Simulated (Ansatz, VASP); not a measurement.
Pb in VASP and in Ansatz

```
Pb
1.0
    -1.97084    1.97084    1.97084
     1.97084   -1.97084    1.97084
     1.97084    1.97084   -1.97084
Pb
1
Cartesian
  0.0000 0.0000 0.0000
```

Alike in both runs: task single point; functional PBE; k mesh 13 × 13 × 13; occupations fermi-dirac, width 0.1 eV; no spin polarisation.

|  | VASP | Ansatz |
| --- | --- | --- |
| version | VASP 6.6.1 | Ansatz 0.2.0 |
| potentials or method | VASP PAW PBE potentials, release 64 (Pb_d), cutoff 520 eV | plane waves (420 eV) with PAW, scalar-relativistic |
| valence electrons in the cell | 14 | 14 |

|  | VASP | Ansatz | Ansatz less VASP |
| --- | --- | --- | --- |
| pressure (GPa) | 1.7 | 1.8 | +0.05 |

The functional is the same, so the differences come from potentials, cutoffs and numerics.

Neither program's run includes spin-orbit coupling.
